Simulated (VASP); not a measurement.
# Ag2O (Pn-3m) in VASP: notebook

The runs below take Ag2O through single point, with BLYP, RPBE, revPBE.

All numbers are computed with VASP 6.6.1; they aren't measurements. Logs are shortened: lines on timing, memory, paths and dates and some standing lists are left out, and cuts for length are marked.

### Step 1. The cell of the first run

It takes space group Pn-3m (No. 224, cubic). The conventional cell has a = 4.718 Å, b = 4.718 Å, c = 4.718 Å, α = 90.00°, β = 90.00°, γ = 90.00°. Within 2.7 Å of Ag (site symmetry -3m) lie 2 O at 2.04 Å. O (site symmetry -43m) has 4 Ag at 2.04 Å within 2.7 Å.

### Step 2. Single point, BLYP

File INCAR:

```
PREC = Accurate ; ENCUT = 600
EDIFF = 1E-6 ; ISMEAR = 1
SIGMA = 0.0199 ; LREAL = False
LASPH = True ; NELM = 120
ALGO = Normal ; ISIF = 2
LWAVE = False ; LCHARG = True
GGA = B5 ; ALDAX = 1.0
AGGAX = 1.0 ; AGGAC = 1.0
ALDAC = 0.0 ; LELF = True
LVHAR = True ; NBANDS = 37
GGA_COMPAT = False
```

File KPOINTS:

```
Automatic mesh
0
Gamma
  4 4 4
```

File POSCAR:

```
Ag2O
1.0
    4.7180000000      0.0000000000      0.0000000000
    0.0000000000      4.7180000000      0.0000000000
    0.0000000000      0.0000000000      4.7180000000
Ag O
4 2
Direct
    0.2500000000      0.2500000000      0.2500000000
    0.2500000000      0.7500000000      0.7500000000
    0.7500000000      0.7500000000      0.2500000000
    0.7500000000      0.2500000000      0.7500000000
    0.0000000000      0.0000000000      0.0000000000
    0.5000000000      0.5000000000      0.5000000000
```

Potentials or basis: VASP PAW PBE potentials, release 64 (Ag, O).

On the command line:

```console
$ cat potpaw_PBE.64/Ag/POTCAR potpaw_PBE.64/O/POTCAR > POTCAR
$ mpirun -np 1 vasp_std > vasp.out
```

OUTCAR:

```text
PREC = Accurate
   ENCUT = 600
   EDIFF = 1E-6
   ISMEAR = 1
   LREAL = False
   LASPH = True
   NELM = 120
   ISIF = 2
   GGA = B5

 ion  position               nearest neighbor table
   1  0.250  0.250  0.250-   5 2.04   6 2.04   4 3.34   2 3.34   3 3.34   2 3.34   4 3.34   2 3.34
                             3 3.34   2 3.34   3 3.34   4 3.34   4 3.34   3 3.34
   2  0.250  0.750  0.750-   5 2.04   6 2.04   4 3.34   1 3.34   3 3.34   1 3.34   3 3.34   1 3.34
                             4 3.34   1 3.34   3 3.34   4 3.34   3 3.34   4 3.34
   3  0.750  0.750  0.250-   5 2.04   6 2.04   4 3.34   1 3.34   2 3.34   2 3.34   4 3.34   1 3.34
                             4 3.34   4 3.34   1 3.34   2 3.34   2 3.34   1 3.34
   4  0.750  0.250  0.750-   5 2.04   6 2.04   3 3.34   1 3.34   2 3.34   1 3.34   3 3.34   2 3.34
                             3 3.34   3 3.34   1 3.34   2 3.34   1 3.34   2 3.34
   5  0.000  0.000  0.000-   1 2.04   2 2.04   3 2.04   4 2.04
   6  0.500  0.500  0.500-   1 2.04   2 2.04   3 2.04   4 2.04

  LATTYP: Found a simple cubic cell.
 ALAT       =     4.7180000000

  Lattice vectors:

 A1 = (   4.7180000000,   0.0000000000,   0.0000000000)
 A2 = (   0.0000000000,   4.7180000000,   0.0000000000)
 A3 = (   0.0000000000,   0.0000000000,   4.7180000000)

Analysis of symmetry for initial positions (statically):
=====================================================================
 Subroutine PRICEL returns:
 Original cell was already a primitive cell.

 Routine SETGRP: Setting up the symmetry group for a
 simple cubic supercell.

 Subroutine GETGRP returns: Found 48 space group operations
 (whereof 24 operations were pure point group operations)
 out of a pool of 48 trial point group operations.

The static configuration has the point symmetry T_d .
 The point group associated with its full space group is O_h .

Analysis of symmetry for dynamics (positions and initial velocities):
=====================================================================
 Subroutine PRICEL returns:
 Original cell was already a primitive cell.

 Routine SETGRP: Setting up the symmetry group for a
 simple cubic supercell.

 Subroutine GETGRP returns: Found 48 space group operations
 (whereof 24 operations were pure point group operations)
 out of a pool of 48 trial point group operations.

The dynamic configuration has the point symmetry T_d .
 The point group associated with its full space group is O_h .

 Subroutine INISYM returns: Found 48 space group operations
 (whereof 24 operations are pure point group operations),
 and found     1 'primitive' translations

----------------------------------------------------------------------------------------

                                     Primitive cell

  volume of cell :     105.0204

  direct lattice vectors                    reciprocal lattice vectors
     4.718000000  0.000000000  0.000000000     0.211954218  0.000000000  0.000000000
     0.000000000  4.718000000  0.000000000     0.000000000  0.211954218  0.000000000
     0.000000000  0.000000000  4.718000000     0.000000000  0.000000000  0.211954218

  length of vectors
     4.718000000  4.718000000  4.718000000     0.211954218  0.211954218  0.211954218

  position of ions in fractional coordinates (direct lattice)
     0.250000000  0.250000000  0.250000000
     0.250000000  0.750000000  0.750000000
     0.750000000  0.750000000  0.250000000
     0.750000000  0.250000000  0.750000000
     0.000000000  0.000000000  0.000000000
     0.500000000  0.500000000  0.500000000

  ion indices of the primitive-cell ions
   primitive index   ion index
                 1           1
                 2           2
                 3           3
                 4           4
                 5           5
                 6           6

----------------------------------------------------------------------------------------

 KPOINTS: Automatic mesh

Automatic generation of k-mesh.
 Grid dimensions read from file:
 generate k-points for:    4    4    4

 Generating k-lattice:

  Cartesian coordinates                     Fractional coordinates (reciprocal lattice)
     0.052988554  0.000000000  0.000000000     0.250000000  0.000000000  0.000000000
     0.000000000  0.052988554  0.000000000     0.000000000  0.250000000  0.000000000
     0.000000000  0.000000000  0.052988554     0.000000000  0.000000000  0.250000000

  Length of vectors
     0.052988554  0.052988554  0.052988554

  Shift w.r.t. Gamma in fractional coordinates (k-lattice)
     0.000000000  0.000000000  0.000000000

 Subroutine IBZKPT returns following result:
 ===========================================

 Found     10 irreducible k-points:

 Following reciprocal coordinates:
            Coordinates               Weight
  0.000000  0.000000  0.000000      1.000000
  0.250000  0.000000  0.000000      6.000000
  0.500000  0.000000  0.000000      3.000000
  0.250000  0.250000  0.000000     12.000000
  0.500000  0.250000  0.000000     12.000000
  0.500000  0.500000  0.000000      3.000000
  0.250000  0.250000  0.250000      8.000000
  0.500000  0.250000  0.250000     12.000000
  0.500000  0.500000  0.250000      6.000000
  0.500000  0.500000  0.500000      1.000000
   k-points           NKPTS =     10   k-points in BZ     NKDIM =     10   number of bands    NBANDS=     37
   number of dos      NEDOS =    301   number of ions     NIONS =      6
   total plane-waves  NPLWV =  64000
   dimension x,y,z NGX =    40 NGY =   40 NGZ =   40
   dimension x,y,z NGXF=    80 NGYF=   80 NGZF=   80
   ions per type =               4   2
   NGX,Y,Z   is equivalent  to a cutoff of  14.09, 14.09, 14.09 a.u.
   NGXF,Y,Z  is equivalent  to a cutoff of  28.19, 28.19, 28.19 a.u.
 SYSTEM =  unknown system
   PREC   = accura    normal or accurate (medium, high low for compatibility)
   ISTART =      0    job   : 0-new  1-cont  2-samecut
   ICHARG =      2    charge: 1-file 2-atom 10-const
   ISPIN  =      1    spin polarized calculation?
   LNONCOLLINEAR =      F non collinear calculations
   LSORBIT =      F    spin-orbit coupling
   LASPH  =      T    aspherical Exc in radial PAW
   ENCUT  =  600.0 eV  44.10 Ry    6.64 a.u.   9.42  9.42  9.42*2*pi/ulx,y,z
   NELM   =    120;   NELMIN=  2; NELMDL= -5     # of ELM steps
   EDIFF  = 0.1E-05   stopping-criterion for ELM
   LREAL  =      F    real-space projection
   EDIFFG = 0.1E-04   stopping-criterion for IOM
   NSW    =      0    number of steps for IOM
   IBRION =     -1    ionic relax: 0-MD 1-quasi-New 2-CG
   NFREE  =      0    steps in history (QN), initial steepest desc. (CG)
   ISIF   =      2    stress and relaxation
   ISYM   =      2    0-nonsym 1-usesym 2-fastsym
   POTIM  = 0.5000    time-step for ionic-motion
   TEBEG  =    0.0;   TEEND  =   0.0 temperature during run
   PSTRESS=    0.0 pullay stress
   NELECT =      56.0000    total number of electrons
   NUPDOWN=      -1.0000    fix difference up-down
   EMIN   =  10.00;   EMAX   =-10.00  energy-range for DOS
   EFERMI =   0.00;   METHOD = LEGACY
   ISMEAR =     1;   SIGMA  =   0.02  broadening in eV -4-tet -1-fermi 0-gaus
   EFERMI_NEDOS =   21; number of points for ismear=-14 and -15
   IALGO  =     38    algorithm
   IMIX   =      4    mixing-type and parameters
     AMIX     =   0.40;   BMIX     =  1.00
     AMIX_MAG =   1.60;   BMIX_MAG =  1.00
  volume/ion in A,a.u.               =      17.50       118.12
  Fermi-wavevector in a.u.,A,eV,Ry     =   1.327536  2.508679 23.978245  1.762351
  Thomas-Fermi vector in A             =   2.456841
   LORBIT       =      0    0 simple, 1 ext, 2 COOP (PROOUT), +10 PAW based schemes
   GGA     = B5    functional components
   LHFCALC =     F    Hartree Fock is set to
   AEXX    =    0.0000 exact exchange contribution
   IVDW    =     0    specifies the selected vdW correction
   LEPSILON=     F    determine dielectric tensor
   LRPA    =     F    only Hartree local field effects (RPA)
 non-spin polarized calculation
 Methfessel and Paxton  Order N= 1 SIGMA  =   0.02
  energy-cutoff  :      600.00
  volume of cell :      105.02
 maximum number of plane-waves:      3544
 NGX is ok and might be reduce to    40
   NGX = 19   NGY = 19   NGZ = 19

 number of electron      56.0000025 magnetization

 Free energy of the ion-electron system (eV)
  ---------------------------------------------------
  ext. energy  EPLUGINS =         0.00000000
  ---------------------------------------------------
  free energy    TOTEN  =       -19.08170408 eV

  energy without entropy =      -19.08172211  energy(sigma->0) =      -19.08171009

 E-fermi :   5.1903     XC(G=0): -10.0421

 val. band max:        5.0545175047   @ k =   0.0000   0.0000   0.0000
 cond. band min:       5.2070293041   @ k =   0.0000   0.0000   0.0000
 fundamental gap:      0.1525117994
 Fermi energy:         5.1902758479

 k-point     1 :       0.0000    0.0000    0.0000
  band No.  band energies     occupation
      1     -13.7316      2.00000
      2     -13.0363      2.00000
      3      -1.7780      2.00000
      4      -1.7780      2.00000
      5      -1.7780      2.00000
      6       0.4421      2.00000
[... 29 lines left out ...]
     36      13.7781      0.00000
     37      13.7781      0.00000

 k-point     2 :       0.2500    0.0000    0.0000
  band No.  band energies     occupation
      1     -13.6348      2.00000
      2     -13.1438      2.00000
      3      -1.5761      2.00000
      4      -1.5761      2.00000
      5      -1.4862      2.00000
      6       0.2820      2.00000
[... 29 lines left out ...]
     36      13.2944      0.00000
     37      13.2944      0.00000
[... 278 lines left out ...]
     36      12.8566      0.00000
     37      16.1388      0.00000

 k-point    10 :       0.5000    0.5000    0.5000
  band No.  band energies     occupation
      1     -13.6760      2.00000
      2     -13.0668      2.00000
      3      -1.6390      2.00000
      4      -1.6390      2.00000
      5      -1.6390      2.00000
      6       0.8016      2.00000
[... 29 lines left out ...]
     36      11.2191      0.00000
     37      17.9450      0.00000

------------------------ aborting loop because EDIFF is reached ----------------------------------------

  FORCE on cell =-STRESS in cart. coord.  units (eV):
  Direction    XX          YY          ZZ          XY          YZ          ZX
  --------------------------------------------------------------------------------------
  -------------------------------------------------------------------------------------
  Total        6.2970571      6.2970571      6.2970571     -0.0000000      0.0000000      0.0000000
  in kB       96.0670388     96.0670388     96.0670388     -0.0000000      0.0000000      0.0000000
  external PRESSURE =      96.0670388 kB  Pullay stress =       0.0000000 kB

 VOLUME and BASIS-vectors are now :
 -----------------------------------------------------------------------------
  energy-cutoff  :      600.00
  volume of cell :      105.02
      direct lattice vectors                 reciprocal lattice vectors
     4.718000000  0.000000000  0.000000000     0.211954218  0.000000000  0.000000000
     0.000000000  4.718000000  0.000000000     0.000000000  0.211954218  0.000000000
     0.000000000  0.000000000  4.718000000     0.000000000  0.000000000  0.211954218

 POSITION                                       TOTAL-FORCE (eV/Angst)
 -----------------------------------------------------------------------------------
      1.17950      1.17950      1.17950         0.000000     -0.000000     -0.000000
      1.17950      3.53850      3.53850        -0.000000     -0.000000      0.000000
      3.53850      3.53850      1.17950        -0.000000     -0.000000      0.000000
      3.53850      1.17950      3.53850         0.000000      0.000000      0.000000
      0.00000      0.00000      0.00000        -0.000000      0.000000      0.000000
      2.35900      2.35900      2.35900        -0.000000      0.000000     -0.000000
 -----------------------------------------------------------------------------------
    total drift:                                0.000000     -0.000000     -0.000000

  FREE ENERGIE OF THE ION-ELECTRON SYSTEM (eV)
  ---------------------------------------------------
  free  energy   TOTEN  =       -19.0817040787 eV

  energy  without entropy=      -19.0817221066  energy(sigma->0) =      -19.08171009
```

It took 56 s on 1 thread of AMD EPYC 7R13 (Zen 3), shared host; peak memory 0.22 GiB.

Results:

| Item | Value |
| --- | --- |
| Free energy | -19.0817 eV |
| Pressure | 9.6 GPa |
| Band gap on the k mesh | 0.15 eV, direct |

Caveat: the PAW data sets were made with another functional, which shifts forces and pressure a little.

### Step 3. Single point, RPBE

File INCAR:

```
SYSTEM = Ag2O
PREC = Accurate
ENCUT = 600
EDIFF = 1E-6
ISMEAR = 1
SIGMA = 0.05
LREAL = .False.
LASPH = .True.
NELM = 120
ALGO = Normal
ISIF = 2
LWAVE = .False.
LCHARG = .True.
GGA = RP
LELF = .True.
LVHAR = .True.
NBANDS = 37
GGA_COMPAT = .False.
```

File KPOINTS:

```
Automatic mesh
0
Gamma
  4 4 4
  0 0 0
```

POSCAR is that of step 2.

Potentials or basis: VASP PAW PBE potentials, release 64 (Ag, O).

On the command line:

```console
$ cat potpaw_PBE.64/Ag/POTCAR potpaw_PBE.64/O/POTCAR > POTCAR
$ mpirun -np 1 vasp_std > vasp.out
```

It took 37 s on 1 thread of AMD EPYC 7R13 (Zen 3), shared host; peak memory 0.22 GiB.

Results (log left out):

```
Free energy            : -18.6842 eV
Pressure               : 8.4 GPa
Band gap on the k mesh : 0.06 eV, direct
```

Levels at points of the mesh, in eV from the valence-band top:
```tsv
k point	band 26	band 27	band 28	band 29	band 30	band 31
(0.00, 0.00, 0.00)	0.00	0.00	0.00	0.06	2.09	2.09
(0.50, 0.00, 0.00)	-1.63	-0.47	-0.47	2.13	2.13	4.80
(0.50, 0.50, 0.00)	-1.64	-0.83	-0.83	2.17	2.17	3.80
(0.50, 0.50, 0.50)	-0.69	-0.69	-0.69	2.64	2.64	2.64
```

Caveat: the PAW data sets were made with another functional, which shifts forces and pressure a little.

### Step 4. Single point, revPBE

File INCAR:

```
  PREC = Accurate
  ENCUT = 600
  EDIFF = 1E-6
  ISMEAR = 1
  SIGMA = 0.05
  LREAL = F
  LASPH = T
  NELM = 120
  ALGO = Normal
  ISIF = 2
  LWAVE = F
  LCHARG = F
  GGA = RE
  NBANDS = 37
  GGA_COMPAT = F
```

File KPOINTS:

```
regular mesh
0
Gamma
  4 4 4
```

POSCAR is that of step 3.

On the command line:

```console
$ cat potpaw_PBE.64/Ag/POTCAR potpaw_PBE.64/O/POTCAR > POTCAR
$ mpirun -np 1 vasp_std > vasp.out
```

Wall time 36 s (1 thread of AMD EPYC 7R13 (Zen 3), shared host); peak memory 0.22 GiB.

It converged, with:

* Free energy: -19.1005 eV
* Pressure: 7.4 GPa
* Band gap on the k mesh: 0.06 eV, direct

Levels at points of the mesh, in eV from the valence-band top:
```
           k point  band 25  band 26  band 27  band 28  band 29  band 30  band 31  band 32
(0.00, 0.00, 0.00)    -2.68     0.00     0.00     0.00     0.06     2.07     2.07     7.36
(0.50, 0.00, 0.00)    -1.63    -1.63    -0.47    -0.47     2.12     2.12     4.79     4.79
(0.50, 0.50, 0.00)    -1.64    -1.64    -0.83    -0.83     2.15     2.15     3.78     3.78
(0.50, 0.50, 0.50)    -1.77    -0.70    -0.70    -0.70     2.62     2.62     2.62     4.93
```

Caveat: the PAW data sets were made with another functional, which shifts forces and pressure a little.

### Step 5. Summary

```csv
level,smearing,gap on the mesh (eV),pressure (GPa)
BLYP,methfessel-paxton 0.0199 eV,0.15,9.6
RPBE,methfessel-paxton 0.05 eV,0.06,8.4
revPBE,methfessel-paxton 0.05 eV,0.06,7.4
```

Alike in all rows: task single point; potentials or basis VASP PAW PBE potentials, release 64 (Ag, O); no spin polarisation; cell as given; k mesh 4 × 4 × 4; cutoff (eV) 600.

On the cell as given the gap runs from 0.06 eV (revPBE) to 0.15 eV (BLYP). The pressure there spans 7.4 GPa (revPBE) to 9.6 GPa (BLYP); a positive pressure means that this level wants a larger cell, a negative one a smaller.

Caveats: the PAW data sets were made with another functional, which shifts forces and pressure a little.

Absolute energies hang on the potentials; compare differences alone.
